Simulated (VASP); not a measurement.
# MoS2 (P-3m1) in VASP: a series of runs, part 2 of 2

VASP 6.6.1. Earlier steps stand in the parts before.

## (6) Single point, PBEsol

This run uses another cell than the first one, of 18.98 Å³/atom, 1.111 times its volume.

Input file INCAR:

```
ALGO = Normal ; EDIFF = 1E-6
ENCUT = 520 ; GGA = PS
ISIF = 2 ; ISMEAR = 1
LASPH = True ; LCHARG = False
LREAL = False ; LWAVE = False
NBANDS = 20 ; NELM = 100
PREC = Accurate ; SIGMA = 0.15
```

Input file KPOINTS:

```
k-points
0
Gamma
  10 10 5
```

Input file POSCAR:

```
MoS2
1.0
    3.2274650000      0.0000000000      0.0000000000
   -1.6137320000      2.7950660000      0.0000000000
    0.0000000000      0.0000000000      6.3124730000
Mo S
1 2
Direct
    0.0000000000      0.0000000000      0.5000000000
    0.3333333333      0.6666666667      0.2553190000
    0.6666666667      0.3333333333      0.7446810000
```

Potentials or basis: VASP PAW PBE potentials, release 64 (Mo_sv, S).

Command:

```bash
$ cat potpaw_PBE.64/Mo_sv/POTCAR potpaw_PBE.64/S/POTCAR > POTCAR
$ mpirun -np 1 vasp_std > vasp.out
```

OUTCAR:

```text
EDIFF = 1E-6
   ENCUT = 520
   GGA = PS
   ISIF = 2
   ISMEAR = 1
   LASPH = True
   LREAL = False
   NELM = 100
   PREC = Accurate

 ion  position               nearest neighbor table
   1  0.000  0.000  0.500-   2 2.42   3 2.42   3 2.42   2 2.42   3 2.42   2 2.42
   2  0.333  0.667  0.255-   1 2.42   1 2.42   1 2.42
   3  0.667  0.333  0.745-   1 2.42   1 2.42   1 2.42

  LATTYP: Found a hexagonal cell.
 ALAT       =     3.2274650000
 C/A-ratio  =     1.9558610241

  Lattice vectors:

 A1 = (   3.2274650000,   0.0000000000,   0.0000000000)
 A2 = (  -1.6137320000,   2.7950660000,   0.0000000000)
 A3 = (   0.0000000000,   0.0000000000,   6.3124730000)

Analysis of symmetry for initial positions (statically):
=====================================================================
 Subroutine PRICEL returns:
 Original cell was already a primitive cell.

 Routine SETGRP: Setting up the symmetry group for a
 hexagonal supercell.

 Subroutine GETGRP returns: Found 12 space group operations
 (whereof 12 operations were pure point group operations)
 out of a pool of 24 trial point group operations.

The static configuration has the point symmetry D_3d.

Analysis of symmetry for dynamics (positions and initial velocities):
=====================================================================
 Subroutine PRICEL returns:
 Original cell was already a primitive cell.

 Routine SETGRP: Setting up the symmetry group for a
 hexagonal supercell.

 Subroutine GETGRP returns: Found 12 space group operations
 (whereof 12 operations were pure point group operations)
 out of a pool of 24 trial point group operations.

The dynamic configuration has the point symmetry D_3d.

 Subroutine INISYM returns: Found 12 space group operations
 (whereof 12 operations are pure point group operations),
[... 106 lines left out ...]
   POTIM  = 0.5000    time-step for ionic-motion
   TEBEG  =    0.0;   TEEND  =   0.0 temperature during run
   PSTRESS=    0.0 pullay stress
   NELECT =      26.0000    total number of electrons
   NUPDOWN=      -1.0000    fix difference up-down
   EMIN   =  10.00;   EMAX   =-10.00  energy-range for DOS
   EFERMI =   0.00;   METHOD = LEGACY
   ISMEAR =     1;   SIGMA  =   0.15  broadening in eV -4-tet -1-fermi 0-gaus
   EFERMI_NEDOS =   21; number of points for ismear=-14 and -15
   IALGO  =     38    algorithm
   IMIX   =      4    mixing-type and parameters
     AMIX     =   0.40;   BMIX     =  1.00
     AMIX_MAG =   1.60;   BMIX_MAG =  1.00
  volume/ion in A,a.u.               =      18.98       128.09
  Fermi-wavevector in a.u.,A,eV,Ry     =   1.260612  2.382212 21.621611  1.589144
  Thomas-Fermi vector in A             =   2.394113
   LORBIT       =      0    0 simple, 1 ext, 2 COOP (PROOUT), +10 PAW based schemes
   GGA     = PS    functional components
   LHFCALC =     F    Hartree Fock is set to
   AEXX    =    0.0000 exact exchange contribution
   IVDW    =     0    specifies the selected vdW correction
   LEPSILON=     F    determine dielectric tensor
   LRPA    =     F    only Hartree local field effects (RPA)
 non-spin polarized calculation
 Methfessel and Paxton  Order N= 1 SIGMA  =   0.15
  energy-cutoff  :      520.00
  volume of cell :       56.94
 maximum number of plane-waves:      1556
   NGX = 13   NGY = 13   NGZ = 23

 number of electron      26.0000001 magnetization

 Free energy of the ion-electron system (eV)
  ---------------------------------------------------
  ext. energy  EPLUGINS =         0.00000000
  ---------------------------------------------------
  free energy    TOTEN  =       -22.57011626 eV

  energy without entropy =      -22.57334417  energy(sigma->0) =      -22.57119223

 E-fermi :   6.9169     XC(G=0): -10.6245

 val. band max:        6.8528540081   @ k =   0.2000   0.2000   0.4000
 cond. band min:       6.9649203285   @ k =   0.1000  -0.0000   0.2000
 fundamental gap:      0.1120663204
 Fermi energy:         6.9168967307

 k-point     1 :       0.0000    0.0000    0.0000
  band No.  band energies     occupation
      1     -54.8603      2.00000
      2     -28.9213      2.00000
      3     -28.8938      2.00000
      4     -28.8938      2.00000
      5      -7.9859      2.00000
      6      -6.5223      2.00000
[... 541 lines left out ...]
     19      13.2059      0.00000
     20      14.5013      0.00000

 [... further k-points ...]
[... 5 lines left out ...]
  --------------------------------------------------------------------------------------
  -------------------------------------------------------------------------------------
  Total       -1.6757770     -1.6757762     -0.2489012     -0.0000003      0.0000000      0.0000000
  in kB      -47.1491280    -47.1491051     -7.0030050     -0.0000084      0.0000000      0.0000000
  external PRESSURE =     -33.7670794 kB  Pullay stress =       0.0000000 kB

 VOLUME and BASIS-vectors are now :
 -----------------------------------------------------------------------------
  energy-cutoff  :      520.00
  volume of cell :       56.94
      direct lattice vectors                 reciprocal lattice vectors
     3.227465000  0.000000000  0.000000000     0.309840695  0.178886597  0.000000000
    -1.613732000  2.795066000  0.000000000     0.000000000  0.357773305  0.000000000
     0.000000000  0.000000000  6.312473000     0.000000000  0.000000000  0.158416519

 POSITION                                       TOTAL-FORCE (eV/Angst)
 -----------------------------------------------------------------------------------
      0.00000      0.00000      3.15624         0.000000      0.000000      0.000000
      0.00000      1.86338      1.61169         0.000000      0.000000     -0.017058
      1.61373      0.93169      4.70078        -0.000000      0.000000      0.017058
 -----------------------------------------------------------------------------------
    total drift:                                0.000000      0.000000      0.000000

  FREE ENERGIE OF THE ION-ELECTRON SYSTEM (eV)
  ---------------------------------------------------
  free  energy   TOTEN  =       -22.5701162619 eV

  energy  without entropy=      -22.5733441696  energy(sigma->0) =      -22.57119223
```

stdout:

```text
POSCAR found type information on POSCAR MoS
 POSCAR found :  2 types and       3 ions
 scaLAPACK will be used
 -----------------------------------------------------------------------------
|                                                                             |
|                                                                             |
|     You enforced a specific xc type in the INCAR file but a different       |
|     I HOPE YOU KNOW WHAT YOU ARE DOING!                                     |
|                                                                             |
 -----------------------------------------------------------------------------

 LDA part: xc-table for (Slater+PW92), standard interpolation
 POSCAR, INCAR and KPOINTS ok, starting setup
 FFT: planning ... GRIDC
 FFT: planning ... GRID_SOFT
 FFT: planning ... GRID
 WAVECAR not read
 entering main loop
```

Wall time 18 s (1 thread of Intel Xeon 6975P-C (Granite Rapids), shared host); peak memory 0.2 GiB.

Results:

| Quantity | Value |
| --- | --- |
| Free energy | -22.5701 eV |
| Pressure | -3.4 GPa |
| Largest force | 0.017 eV/Å |
| Band gap on the k mesh | zero (band 13 reaches 7.24 eV, above the bottom of band 14 at 6.47 eV) |

Forces in eV/Å, atoms in the order of the input:
```
Mo   0.000  0.000  0.000
S    0.000  0.000 -0.017
S    0.000  0.000  0.017
```

Stress tensor (GPa, compression positive):
```
-4.71  0.00  0.00
 0.00 -4.71  0.00
 0.00  0.00 -0.70
```

Caveat: the PAW data sets were made with another functional, which shifts forces and pressure a little; this functional lacks dispersion, which binds the layers, so the pressure and a relaxed spacing across them are unreliable.

## (7) The runs side by side

| cell | gap on the mesh (eV) | pressure (GPa) | largest force (eV/Å) |
| --- | --- | --- | --- |
| a = 3.116, b = 3.116, c = 6.095 Å, angles 90.0, 90.0, 120.0°, 3 atoms | none | 13.5 | 1.95 |
| a = 3.145, b = 3.145, c = 6.151 Å, angles 90.0, 90.0, 120.0°, 3 atoms | none | 8.4 | 1.40 |
| a = 3.173, b = 3.173, c = 6.205 Å, angles 90.0, 90.0, 120.0°, 3 atoms | none | 3.9 | 0.89 |
| a = 3.200, b = 3.200, c = 6.259 Å, angles 90.0, 90.0, 120.0°, 3 atoms | none | 0.0 | 0.43 |
| a = 3.227, b = 3.227, c = 6.312 Å, angles 90.0, 90.0, 120.0°, 3 atoms | none | -3.4 | 0.02 |

Alike in all rows: task single point; level PBEsol; potentials or basis VASP PAW PBE potentials, release 64 (Mo_sv, S); no spin polarisation; k mesh 10 × 10 × 5; cutoff (eV) 520; smearing methfessel-paxton 0.15 eV.

Caveats: the PAW data sets were made with another functional, which shifts forces and pressure a little; this functional lacks dispersion, which binds the layers, so the pressure and a relaxed spacing across them are unreliable.

Absolute energies hang on the potentials; compare differences alone.
